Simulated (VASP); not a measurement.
# Si2P (P4/nmm) in VASP: a series of runs

The runs below take Si2P through single point, relaxation of cell and atoms, with PBE.

Program: VASP 6.6.1. These are calculated values, not measurements. Logs are shortened: lines on timing, memory, paths and dates and some standing lists are left out, and cuts for length are marked.

**1. The cell of the first run**

The structure is tetragonal, space group P4/nmm (No. 129). The conventional cell has a = 3.726 Å, b = 3.726 Å, c = 6.135 Å, α = 90.00°, β = 90.00°, γ = 90.00°. Si (site symmetry -4m2) has 4 P at 2.47 Å and 8 Si at 2.63 to 2.75 Å within 3.3 Å. Within 3.4 Å of Si (site symmetry 4mm) lie 5 P at 2.48 to 2.66 Å and 8 Si at 2.75 to 3.36 Å. P (site symmetry 4mm) has 9 Si at 2.47 to 2.66 Å within 3.3 Å.

The cell was generated, and may not be a known phase.

**2. Single point, PBE**

File INCAR:

```
SYSTEM = Si2P
ALGO = Normal
EDIFF = 1E-6
ENCUT = 520
GGA = PE
ISIF = 2
ISMEAR = 0
LASPH = .TRUE.
LCHARG = .TRUE.
LELF = .TRUE.
LREAL = .FALSE.
LVHAR = .TRUE.
LWAVE = .FALSE.
NBANDS = 22
NELM = 100
PREC = Accurate
SIGMA = 0.1
```

File KPOINTS:

```
k-points
0
G
  6 6 4
  0 0 0
```

File POSCAR:

```
Si2P
1.0
    3.7255019600      0.0000000000      0.0000000000
    0.0000000000      3.7255019600      0.0000000000
    0.0000000000      0.0000000000      6.1352144600
Si P
4 2
Direct
    0.0000000000      0.0000000000      0.0000000000
    0.5000000000      0.5000000000      0.0000000000
    0.0000000000      0.5000000000      0.3300000100
    0.5000000000      0.0000000000      0.6699999900
    0.0000000000      0.5000000000      0.7350000100
    0.5000000000      0.0000000000      0.2649999900
```

Potentials or basis: VASP PAW PBE potentials, release 64 (Si, P).

On the command line:

```console
> cat potpaw_PBE.64/Si/POTCAR potpaw_PBE.64/P/POTCAR > POTCAR
> mpirun -np 1 vasp_std > vasp.out
```

OUTCAR:

```text
SYSTEM = Si2P
   EDIFF = 1E-6
   ENCUT = 520
   GGA = PE
   ISIF = 2
   ISMEAR = 0
   LASPH = .TRUE.
   LREAL = .FALSE.
   NELM = 100
   PREC = Accurate

 ion  position               nearest neighbor table
   1  0.000  0.000  0.000-   5 2.47   6 2.47   5 2.47   6 2.47   2 2.63   2 2.63   2 2.63   2 2.63
                             3 2.75   4 2.75   3 2.75   4 2.75
   2  0.500  0.500  0.000-   5 2.47   6 2.47   6 2.47   5 2.47   1 2.63   1 2.63   1 2.63   1 2.63
                             3 2.75   3 2.75   4 2.75   4 2.75
   3  0.000  0.500  0.330-   5 2.48   6 2.66   6 2.66   6 2.66   6 2.66   1 2.75   2 2.75   2 2.75
                             1 2.75
   4  0.500  0.000  0.670-   6 2.48   5 2.66   5 2.66   5 2.66   5 2.66   1 2.75   1 2.75   2 2.75
                             2 2.75
   5  0.000  0.500  0.735-   1 2.47   2 2.47   1 2.47   2 2.47   3 2.48   4 2.66   4 2.66   4 2.66
                             4 2.66
   6  0.500  0.000  0.265-   1 2.47   2 2.47   2 2.47   1 2.47   4 2.48   3 2.66   3 2.66   3 2.66
                             3 2.66

  LATTYP: Found a simple tetragonal cell.
 ALAT       =     3.7255019600
 C/A-ratio  =     1.6468155234

  Lattice vectors:

 A1 = (   3.7255019600,   0.0000000000,   0.0000000000)
 A2 = (   0.0000000000,   3.7255019600,   0.0000000000)
 A3 = (   0.0000000000,   0.0000000000,   6.1352144600)

Analysis of symmetry for initial positions (statically):
=====================================================================
 Subroutine PRICEL returns:
 Original cell was already a primitive cell.

 Routine SETGRP: Setting up the symmetry group for a
 simple tetragonal supercell.

 Subroutine GETGRP returns: Found 16 space group operations
 (whereof  8 operations were pure point group operations)
 out of a pool of 16 trial point group operations.

The static configuration has the point symmetry D_2d.
 The point group associated with its full space group is D_4h.

Analysis of symmetry for dynamics (positions and initial velocities):
=====================================================================
 Subroutine PRICEL returns:
 Original cell was already a primitive cell.

 Routine SETGRP: Setting up the symmetry group for a
 simple tetragonal supercell.

 Subroutine GETGRP returns: Found 16 space group operations
 (whereof  8 operations were pure point group operations)
 out of a pool of 16 trial point group operations.

The dynamic configuration has the point symmetry D_2d.
 The point group associated with its full space group is D_4h.

 Subroutine INISYM returns: Found 16 space group operations
 (whereof  8 operations are pure point group operations),
 and found     1 'primitive' translations

----------------------------------------------------------------------------------------

                                     Primitive cell

  volume of cell :      85.1529

  direct lattice vectors                    reciprocal lattice vectors
     3.725501960  0.000000000  0.000000000     0.268420205  0.000000000  0.000000000
     0.000000000  3.725501960  0.000000000     0.000000000  0.268420205  0.000000000
     0.000000000  0.000000000  6.135214460     0.000000000  0.000000000  0.162993487

  length of vectors
     3.725501960  3.725501960  6.135214460     0.268420205  0.268420205  0.162993487

  position of ions in fractional coordinates (direct lattice)
     0.000000000  0.000000000  0.000000000
     0.500000000  0.500000000  0.000000000
     0.000000000  0.500000000  0.330000010
     0.500000000  0.000000000  0.669999990
     0.000000000  0.500000000  0.735000010
     0.500000000  0.000000000  0.264999990

  ion indices of the primitive-cell ions
   primitive index   ion index
                 1           1
                 2           2
                 3           3
                 4           4
                 5           5
                 6           6

----------------------------------------------------------------------------------------

 KPOINTS: k-points

Automatic generation of k-mesh.
 Grid dimensions read from file:
 generate k-points for:    6    6    4

 Generating k-lattice:

  Cartesian coordinates                     Fractional coordinates (reciprocal lattice)
     0.044736701  0.000000000  0.000000000     0.166666667  0.000000000  0.000000000
     0.000000000  0.044736701  0.000000000     0.000000000  0.166666667  0.000000000
     0.000000000  0.000000000  0.040748372     0.000000000  0.000000000  0.250000000

  Length of vectors
     0.044736701  0.044736701  0.040748372

  Shift w.r.t. Gamma in fractional coordinates (k-lattice)
     0.000000000  0.000000000  0.000000000

 Subroutine IBZKPT returns following result:
 ===========================================

 Found     30 irreducible k-points:

 Following reciprocal coordinates:
            Coordinates               Weight
  0.000000  0.000000  0.000000      1.000000
  0.166667  0.000000  0.000000      4.000000
  0.333333  0.000000  0.000000      4.000000
  0.500000  0.000000  0.000000      2.000000
  0.166667  0.166667  0.000000      4.000000
  0.333333  0.166667  0.000000      8.000000
[... 16 lines left out ...]
  0.333333  0.000000  0.500000      4.000000
  0.500000  0.000000  0.500000      2.000000
 [... further k-points ...]
   k-points           NKPTS =     30   k-points in BZ     NKDIM =     30   number of bands    NBANDS=     22
   number of dos      NEDOS =    301   number of ions     NIONS =      6
   total plane-waves  NPLWV =  37632
   dimension x,y,z NGX =    28 NGY =   28 NGZ =   48
   dimension x,y,z NGXF=    56 NGYF=   56 NGZF=   96
   ions per type =               4   2
   NGX,Y,Z   is equivalent  to a cutoff of  12.49, 12.49, 13.01 a.u.
   NGXF,Y,Z  is equivalent  to a cutoff of  24.99, 24.99, 26.01 a.u.
 SYSTEM =  Si2P
   PREC   = accura    normal or accurate (medium, high low for compatibility)
   ISTART =      0    job   : 0-new  1-cont  2-samecut
   ICHARG =      2    charge: 1-file 2-atom 10-const
   ISPIN  =      1    spin polarized calculation?
   LNONCOLLINEAR =      F non collinear calculations
   LSORBIT =      F    spin-orbit coupling
   LASPH  =      T    aspherical Exc in radial PAW
   ENCUT  =  520.0 eV  38.22 Ry    6.18 a.u.   6.93  6.93 11.41*2*pi/ulx,y,z
   NELM   =    100;   NELMIN=  2; NELMDL= -5     # of ELM steps
   EDIFF  = 0.1E-05   stopping-criterion for ELM
   LREAL  =      F    real-space projection
[... 7 lines left out ...]
   TEBEG  =    0.0;   TEEND  =   0.0 temperature during run
   PSTRESS=    0.0 pullay stress
   NELECT =      26.0000    total number of electrons
   NUPDOWN=      -1.0000    fix difference up-down
   EMIN   =  10.00;   EMAX   =-10.00  energy-range for DOS
   EFERMI =   0.00;   METHOD = LEGACY
   ISMEAR =     0;   SIGMA  =   0.10  broadening in eV -4-tet -1-fermi 0-gaus
   EFERMI_NEDOS =   21; number of points for ismear=-14 and -15
   IALGO  =     38    algorithm
   IMIX   =      4    mixing-type and parameters
     AMIX     =   0.40;   BMIX     =  1.00
     AMIX_MAG =   1.60;   BMIX_MAG =  1.00
  volume/ion in A,a.u.               =      14.19        95.77
  Fermi-wavevector in a.u.,A,eV,Ry     =   1.102384  2.083203 16.534481  1.215250
  Thomas-Fermi vector in A             =   2.238826
   LORBIT       =      0    0 simple, 1 ext, 2 COOP (PROOUT), +10 PAW based schemes
   GGA     = PE    functional components
   LHFCALC =     F    Hartree Fock is set to
   AEXX    =    0.0000 exact exchange contribution
   IVDW    =     0    specifies the selected vdW correction
   LEPSILON=     F    determine dielectric tensor
   LRPA    =     F    only Hartree local field effects (RPA)
 non-spin polarized calculation
 Gauss-broadening in eV      SIGMA  =   0.10
  energy-cutoff  :      520.00
  volume of cell :       85.15
 maximum number of plane-waves:      2312
 NGX is ok and might be reduce to    28
   NGX = 13   NGY = 13   NGZ = 23

 number of electron      25.9999999 magnetization

 Free energy of the ion-electron system (eV)
  ---------------------------------------------------
  ext. energy  EPLUGINS =         0.00000000
  ---------------------------------------------------
  free energy    TOTEN  =       -28.52985374 eV

  energy without entropy =      -28.52195378  energy(sigma->0) =      -28.52590376

 E-fermi :  10.4873     XC(G=0): -11.2801

 val. band max:       10.4185173042   @ k =   0.5000   0.3333   0.5000
 cond. band min:      10.4984645853   @ k =   0.5000   0.0000   0.0000
 fundamental gap:      0.0799472811
 Fermi energy:        10.4873104993

 k-point     1 :       0.0000    0.0000    0.0000
  band No.  band energies     occupation
      1      -5.6089      2.00000
      2      -2.7079      2.00000
      3      -0.2538      2.00000
      4       4.2147      2.00000
      5       4.2147      2.00000
      6       4.2411      2.00000
[... 14 lines left out ...]
     21      15.6769      0.00000
     22      15.6770      0.00000

 k-point     2 :       0.1667    0.0000    0.0000
  band No.  band energies     occupation
      1      -5.3348      2.00000
      2      -2.5065      2.00000
      3       0.0100      2.00000
      4       1.7519      2.00000
      5       4.4228      2.00000
      6       4.4726      2.00000
[... 14 lines left out ...]
     21      14.9776      0.00000
     22      15.6236      0.00000

 k-point     3 :       0.3333    0.0000    0.0000
  band No.  band energies     occupation
      1      -4.5272      2.00000
      2      -2.2536      2.00000
      3      -0.0870      2.00000
      4       0.7715      2.00000
      5       2.1616      2.00000
      6       3.7439      2.00000
[... 14 lines left out ...]
     21      13.9410      0.00000
     22      15.0727      0.00000

 k-point     4 :       0.5000    0.0000    0.0000
  band No.  band energies     occupation
      1      -3.2744      2.00000
      2      -3.2744      2.00000
      3       0.3464      2.00000
      4       0.3464      2.00000
      5       2.1295      2.00000
      6       2.1295      2.00000
[... 14 lines left out ...]
     21      14.4796      0.00000
     22      14.4796      0.00000

 k-point     5 :       0.1667    0.1667    0.0000
  band No.  band energies     occupation
      1      -5.0621      2.00000
      2      -2.3089      2.00000
      3       0.2690      2.00000
      4       1.7551      2.00000
      5       2.3953      2.00000
      6       4.1667      2.00000
[... 14 lines left out ...]
     21      15.3750      0.00000
     22      15.9416      0.00000

 k-point     6 :       0.3333    0.1667    0.0000
  band No.  band energies     occupation
      1      -4.2601      2.00000
      2      -2.0544      2.00000
      3       0.1886      2.00000
      4       1.0025      2.00000
      5       2.3515      2.00000
      6       2.7982      2.00000
[... 14 lines left out ...]
     21      15.0702      0.00000
     22      15.5772      0.00000

 k-point     7 :       0.5000    0.1667    0.0000
  band No.  band energies     occupation
      1      -3.0245      2.00000
      2      -3.0245      2.00000
      3       0.5631      2.00000
      4       0.5631      2.00000
      5       2.3206      2.00000
      6       2.3206      2.00000
[... 324 lines left out ...]
      6       1.9015      2.00000
[... 14 lines left out ...]
     21      17.8031      0.00000
     22      17.8031      0.00000

 k-point    21 :       0.0000    0.0000    0.5000
  band No.  band energies     occupation
      1      -5.1997      2.00000
      2      -3.9591      2.00000
      3       2.7534      2.00000
      4       3.0488      2.00000
      5       4.5356      2.00000
      6       4.5356      2.00000
[... 14 lines left out ...]
     21      15.1979      0.00000
     22      15.4121      0.00000

 k-point    22 :       0.1667    0.0000    0.5000
  band No.  band energies     occupation
      1      -4.9271      2.00000
      2      -3.7113      2.00000
      3       1.9115      2.00000
      4       2.3350      2.00000
      5       3.7066      2.00000
      6       4.0824      2.00000
[... 14 lines left out ...]
     21      14.5425      0.00000
     22      14.8142      0.00000

 k-point    23 :       0.3333    0.0000    0.5000
  band No.  band energies     occupation
      1      -4.1321      2.00000
      2      -3.0556      2.00000
      3      -0.2758      2.00000
      4       0.5819      2.00000
      5       4.3546      2.00000
      6       4.4175      2.00000
[... 14 lines left out ...]
     21      15.5546      0.00000
     22      15.6298      0.00000

 k-point    24 :       0.5000    0.0000    0.5000
  band No.  band energies     occupation
      1      -3.0221      2.00000
      2      -3.0221      2.00000
      3      -0.9071      2.00000
      4      -0.9071      2.00000
      5       5.2079      2.00000
      6       5.2079      2.00000
[... 14 lines left out ...]
     21      16.1454      0.00000
     22      16.1454      0.00000

 [... further k-points ...]

------------------------ aborting loop because EDIFF is reached ----------------------------------------

  FORCE on cell =-STRESS in cart. coord.  units (eV):
  Direction    XX          YY          ZZ          XY          YZ          ZX
  --------------------------------------------------------------------------------------
  -------------------------------------------------------------------------------------
  Total        4.1309068      4.1309068      5.4401584      0.0000000      0.0000000      0.0000000
  in kB       77.7242684     77.7242684    102.3582340      0.0000000      0.0000000      0.0000000
  external PRESSURE =      85.9355903 kB  Pullay stress =       0.0000000 kB

 VOLUME and BASIS-vectors are now :
 -----------------------------------------------------------------------------
  energy-cutoff  :      520.00
  volume of cell :       85.15
      direct lattice vectors                 reciprocal lattice vectors
     3.725501960  0.000000000  0.000000000     0.268420205  0.000000000  0.000000000
     0.000000000  3.725501960  0.000000000     0.000000000  0.268420205  0.000000000
     0.000000000  0.000000000  6.135214460     0.000000000  0.000000000  0.162993487

 POSITION                                       TOTAL-FORCE (eV/Angst)
 -----------------------------------------------------------------------------------
      0.00000      0.00000      0.00000         0.000000     -0.000000      0.000000
      1.86275      1.86275      0.00000        -0.000000     -0.000000      0.000000
      0.00000      1.86275      2.02462         0.000000     -0.000000      0.006786
      1.86275      0.00000      4.11059         0.000000      0.000000     -0.006786
      0.00000      1.86275      4.50938         0.000000     -0.000000     -1.285543
      1.86275      0.00000      1.62583         0.000000     -0.000000      1.285543
 -----------------------------------------------------------------------------------
    total drift:                               -0.000000     -0.000000     -0.000000

  FREE ENERGIE OF THE ION-ELECTRON SYSTEM (eV)
  ---------------------------------------------------
  free  energy   TOTEN  =       -28.5298537419 eV

  energy  without entropy=      -28.5219537844  energy(sigma->0) =      -28.52590376
```

Wall time 38 s (1 thread of Intel Xeon Platinum 8375C at 2.90GHz (Ice Lake), shared host); peak memory 0.2 GiB.

Results:

* Free energy: -28.5299 eV
* Pressure: 8.6 GPa
* Largest force: 1.286 eV/Å
* Band gap on the k mesh: zero (bands 13 and 14 overlap by 4.24 eV)

Forces on the atoms (eV/Å):
```
Si   0.000  0.000  0.000
Si   0.000  0.000  0.000
Si   0.000  0.000  0.007
Si   0.000  0.000 -0.007
P    0.000  0.000 -1.286
P    0.000  0.000  1.286
```

Caveat: the cell stands under pressure; forces of over 1 eV/Å act on the atoms, so gaps and moduli don't describe the material at rest.

**3. Single point, PBE**

This run uses another cell than the first one, of 16.71 Å³/atom.

File INCAR:

```
ALGO     = Normal         # electronic algorithm
EDIFF    = 1E-6           # SCF threshold, eV
ENCUT    = 520            # plane-wave cutoff, eV
GGA      = PE             # functional
ISIF     = 2              # what is computed and relaxed
ISMEAR   = 0              # smearing method
LASPH    = True           # aspherical terms in the spheres
LCHARG   = True           # write CHGCAR
LELF     = True           # ELF
LREAL    = False          # projectors in reciprocal space
LVHAR    = True         
LWAVE    = False          # write WAVECAR
NBANDS   = 22             # bands
NELM     = 80             # most SCF steps
PREC     = Accurate       # precision mode
SIGMA    = 0.1            # smearing width, eV
```

File KPOINTS:

```
k-points
0
Gamma
  6 6 4
```

File POSCAR:

```
Si2P
1.0
    3.4510889024      0.0000000000      0.0000000000
    0.0000000000      3.4510889024      0.0000000000
    0.0000000000      0.0000000000      8.4171746559
Si P
4 2
Direct
    0.0000000000      0.0000000000      0.0000000000
    0.5000000000      0.5000000000      0.0000000000
    0.0000000000      0.5000000000      0.3574945829
    0.5000000000      0.0000000000      0.6425054171
    0.0000000000      0.5000000000      0.6374022740
    0.5000000000      0.0000000000      0.3625977260
```

Potentials or basis: VASP PAW PBE potentials, release 64 (Si, P).

On the command line:

```console
> cat potpaw_PBE.64/Si/POTCAR potpaw_PBE.64/P/POTCAR > POTCAR
> mpirun -np 1 vasp_std > vasp.out
```

Wall time 51 s (1 thread of Intel Xeon Platinum 8375C at 2.90GHz (Ice Lake), shared host); peak memory 0.23 GiB.

The run converged. Its results:

```yaml
Free_energy: -30.4204 eV
Pressure: 0.0 GPa
Largest_force: 0.010 eV/Å
Band_gap_on_the_k_mesh: zero (bands 13 and 14 overlap by 4.02 eV)
```

Forces in eV/Å, atoms in the order of the input:
```
Si   0.000  0.000  0.000
Si   0.000  0.000  0.000
Si   0.000  0.000  0.010
Si   0.000  0.000 -0.010
P    0.000  0.000 -0.009
P    0.000  0.000  0.009
```

Stress tensor (GPa, compression positive):
```
 0.01  0.00  0.00
 0.00  0.01  0.00
 0.00  0.00 -0.09
```

Levels at points of the mesh, in eV from the Fermi level:
| k point | band 10 | band 11 | band 12 | band 13 | band 14 | band 15 | band 16 | band 17 |
| --- | --- | --- | --- | --- | --- | --- | --- | --- |
| (0.00, 0.00, 0.00) | -1.72 | -1.24 | -1.24 | -0.52 | 0.27 | 1.25 | 2.07 | 3.15 |
| (0.50, 0.00, 0.00) | -1.19 | -1.17 | -1.17 | 1.37 | 1.37 | 1.42 | 1.42 | 1.71 |
| (0.50, 0.50, 0.00) | -5.48 | -5.32 | -5.32 | -1.27 | -1.27 | 1.08 | 1.08 | 2.44 |
| (0.00, 0.00, 0.50) | -1.77 | -0.89 | -0.89 | -0.25 | 0.21 | 0.37 | 1.57 | 2.19 |
| (0.50, 0.00, 0.50) | -1.17 | 0.48 | 0.48 | 1.07 | 1.07 | 1.76 | 1.76 | 2.06 |
| (0.50, 0.50, 0.50) | -4.85 | -4.75 | -4.75 | -2.08 | -2.08 | 0.08 | 0.08 | 4.49 |

(Part 1 of 2 ends here.)

The gap in the log of VASP goes by the Fermi energy; the results here count the filled bands.